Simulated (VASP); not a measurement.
# GaN (Fm-3m) in VASP: a series of runs, part 2 of 2

VASP 6.6.1. The steps go on from the part before.

### 4 Single point, r2SCAN

POSCAR reads:

```
GaN
1.0
    0.0000000000      2.1085152343      2.1085152343
    2.1085152343      0.0000000000      2.1085152343
    2.1085152343      2.1085152343      0.0000000000
Ga N
1 1
Direct
    0.0000000000      0.0000000000      0.0000000000
    0.5000000000      0.5000000000      0.5000000000
```

INCAR.step1 reads:

```
PREC     = Accurate       # precision mode
ENCUT    = 520            # plane-wave cutoff, eV
ISMEAR   = 0              # smearing method
SIGMA    = 0.01           # smearing width, eV
LREAL    = F              # projectors in reciprocal space
LASPH    = T              # aspherical terms in the spheres
NELM     = 100            # most SCF steps
NBANDS   = 16             # bands
GGA      = PE             # functional
ALGO     = Normal         # electronic algorithm
EDIFF    = 1E-4           # SCF threshold, eV
LWAVE    = T              # write WAVECAR
LCHARG   = F              # write CHGCAR
```

INCAR.step2 reads:

```
PREC     = Accurate       # precision mode
ENCUT    = 520            # plane-wave cutoff, eV
EDIFF    = 1E-6           # SCF threshold, eV
ISMEAR   = 0              # smearing method
SIGMA    = 0.01           # smearing width, eV
LREAL    = F              # projectors in reciprocal space
LASPH    = T              # aspherical terms in the spheres
NELM     = 100            # most SCF steps
ALGO     = Normal         # electronic algorithm
ISIF     = 2              # what is computed and relaxed
LWAVE    = F              # write WAVECAR
LCHARG   = T              # write CHGCAR
METAGGA  = R2SCAN         # meta-GGA
LMIXTAU  = T            
LELF     = T              # ELF
LVHAR    = T            
NBANDS   = 16             # bands
ISTART   = 1
```

KPOINTS reads:

```
Automatic mesh
0
Gamma
  6 6 6
```

On the command line:

```
> cat potpaw_PBE.64/Ga_d/POTCAR potpaw_PBE.64/N/POTCAR > POTCAR
> cp INCAR.step1 INCAR
> mpirun -np 1 vasp_std > vasp.out
> cp INCAR.step2 INCAR
> mpirun -np 1 vasp_std > vasp.out
```

Wall time 24 s (1 thread of AMD EPYC 7R13 (Zen 3), shared host); peak memory 0.11 GiB.

The run converged. Its results:

```
Free energy            : -20.9657 eV
Pressure               : 1.2 GPa
Band gap on the k mesh : 1.13 eV (least direct gap 3.40 eV)
```

Levels at points of the mesh, in eV from the valence-band top:
```tsv
k point	band 5	band 6	band 7	band 8	band 9	band 10	band 11	band 12	band 13	band 14
(0.00, 0.00, 0.00)	-14.34	-14.34	-0.54	-0.54	-0.54	2.86	15.48	15.48	15.48	17.00
(0.50, 0.00, 0.00)	-14.18	-14.18	-8.40	-0.19	-0.19	5.38	9.84	9.84	10.41	17.55
(0.50, 0.50, 0.00)	-14.12	-11.55	-7.29	-3.15	-3.15	1.13	8.49	13.12	15.74	15.74
```

Caveat: the k points lie up to 0.43 Å⁻¹ apart; the structure was generated, so it needn't be the stable form of GaN; the PAW data sets were made with another functional, which shifts forces and pressure a little. A k mesh can miss the band edges.

### 5 Single point, PBE

INCAR reads:

```
SYSTEM = GaN
PREC = Accurate
ENCUT = 520
EDIFF = 1E-7
ISMEAR = 0
SIGMA = 0.01
LREAL = .FALSE.
LASPH = .TRUE.
NELM = 60
ALGO = Normal
ISIF = 2
LWAVE = .FALSE.
LCHARG = .FALSE.
GGA = PE
NBANDS = 16
```

KPOINTS reads:

```
regular mesh
0
G
  10 10 10
  0 0 0
```

POSCAR is that of step 4.

Potentials or basis: VASP PAW PBE potentials, release 64 (Ga_d, N).

On the command line:

```
> cat potpaw_PBE.64/Ga_d/POTCAR potpaw_PBE.64/N/POTCAR > POTCAR
> mpirun -np 1 vasp_std > vasp.out
```

OUTCAR:

```text
SYSTEM = GaN
   PREC = Accurate
   ENCUT = 520
   EDIFF = 1E-7
   ISMEAR = 0
   LREAL = .FALSE.
   LASPH = .TRUE.
   NELM = 60
   ISIF = 2
   GGA = PE

 ion  position               nearest neighbor table
   1  0.000  0.000  0.000-   2 2.11   2 2.11   2 2.11   2 2.11   2 2.11   2 2.11
   2  0.500  0.500  0.500-   1 2.11   1 2.11   1 2.11   1 2.11   1 2.11   1 2.11

  LATTYP: Found a face centered cubic cell.
 ALAT       =     4.2170304686

  Lattice vectors:

 A1 = (   0.0000000000,   2.1085152343,   2.1085152343)
 A2 = (   2.1085152343,   0.0000000000,   2.1085152343)
 A3 = (   2.1085152343,   2.1085152343,   0.0000000000)

Analysis of symmetry for initial positions (statically):
=====================================================================
 Subroutine PRICEL returns:
 Original cell was already a primitive cell.

 Routine SETGRP: Setting up the symmetry group for a
 face centered cubic supercell.

 Subroutine GETGRP returns: Found 48 space group operations
 (whereof 48 operations were pure point group operations)
 out of a pool of 48 trial point group operations.

The static configuration has the point symmetry O_h .

Analysis of symmetry for dynamics (positions and initial velocities):
=====================================================================
[... 164 lines left out ...]
 Fermi energy:         8.0807098966

 k-point     1 :       0.0000    0.0000    0.0000
  band No.  band energies     occupation
      1      -9.3874      2.00000
      2      -6.0026      2.00000
      3      -6.0026      2.00000
      4      -6.0026      2.00000
      5      -5.9066      2.00000
      6      -5.9066      2.00000
[... 433 lines left out ...]
      3      -5.8671      2.00000
      4      -5.8180      2.00000
      5      -5.7646      2.00000
      6      -4.7742      2.00000
[... 8 lines left out ...]
     15      32.8403      0.00000
     16      34.2818      0.00000

 [... further k-points ...]

------------------------ aborting loop because EDIFF is reached ----------------------------------------

  FORCE on cell =-STRESS in cart. coord.  units (eV):
  Direction    XX          YY          ZZ          XY          YZ          ZX
  --------------------------------------------------------------------------------------
  -------------------------------------------------------------------------------------
  Total        1.0631045      1.0631045      1.0631045     -0.0000000      0.0000000     -0.0000000
  in kB       90.8502878     90.8502878     90.8502878     -0.0000000      0.0000000     -0.0000000
  external PRESSURE =      90.8502878 kB  Pullay stress =       0.0000000 kB

 VOLUME and BASIS-vectors are now :
 -----------------------------------------------------------------------------
  energy-cutoff  :      520.00
  volume of cell :       18.75
      direct lattice vectors                 reciprocal lattice vectors
     0.000000000  2.108515234  2.108515234    -0.237133691  0.237133691  0.237133691
     2.108515234  0.000000000  2.108515234     0.237133691 -0.237133691  0.237133691
     2.108515234  2.108515234  0.000000000     0.237133691  0.237133691 -0.237133691

 POSITION                                       TOTAL-FORCE (eV/Angst)
 -----------------------------------------------------------------------------------
      0.00000      0.00000      0.00000         0.000000     -0.000000      0.000000
      2.10852      2.10852      2.10852        -0.000000      0.000000     -0.000000
 -----------------------------------------------------------------------------------
    total drift:                                0.000000     -0.000000     -0.000000

  FREE ENERGIE OF THE ION-ELECTRON SYSTEM (eV)
  ---------------------------------------------------
  free  energy   TOTEN  =       -11.1852486774 eV

  energy  without entropy=      -11.1852486774  energy(sigma->0) =      -11.18524868
```

stdout:

```text
POSCAR found type information on POSCAR GaN
 POSCAR found :  2 types and       2 ions
 scaLAPACK will be used
 LDA part: xc-table for (Slater+PW92), standard interpolation
 POSCAR, INCAR and KPOINTS ok, starting setup
 FFT: planning ... GRIDC
 FFT: planning ... GRID_SOFT
 FFT: planning ... GRID
 WAVECAR not read
 entering main loop
```

Run time: 12 s. Hardware: 1 thread of AMD EPYC 7R13 (Zen 3), shared host; peak memory 0.11 GiB.

Results:

* Free energy: -11.1852 eV
* Pressure: 9.1 GPa
* Band gap on the k mesh: 0.66 eV (least direct gap 2.83 eV)

Caveat: the cell stands under pressure; the structure was generated, so it needn't be the stable form of GaN; semilocal functionals underestimate gaps, and a narrow one can read as zero. A k mesh can miss the band edges.

### 6 The runs side by side

| level | k mesh | gap on the mesh (eV) | pressure (GPa) |
| --- | --- | --- | --- |
| PBE | 6 × 6 × 6 | 0.62 | 8.9 |
| r2SCAN | 6 × 6 × 6 | 1.13 | 1.2 |
| PBE | 10 × 10 × 10 | 0.66 | 9.1 |

Alike in all rows: task single point; potentials or basis VASP PAW PBE potentials, release 64 (Ga_d, N); no spin polarisation; cell as given; cutoff (eV) 520; smearing gaussian 0.01 eV.

Caveats: some runs use coarse meshes; the structure was generated, so it needn't be the stable form of GaN; semilocal functionals underestimate gaps, and a narrow one can read as zero (at least some runs); the PAW data sets were made with another functional, which shifts forces and pressure a little (at least some runs); the cell stands under pressure (at least some runs).

Absolute energies hang on the potentials; compare differences alone.
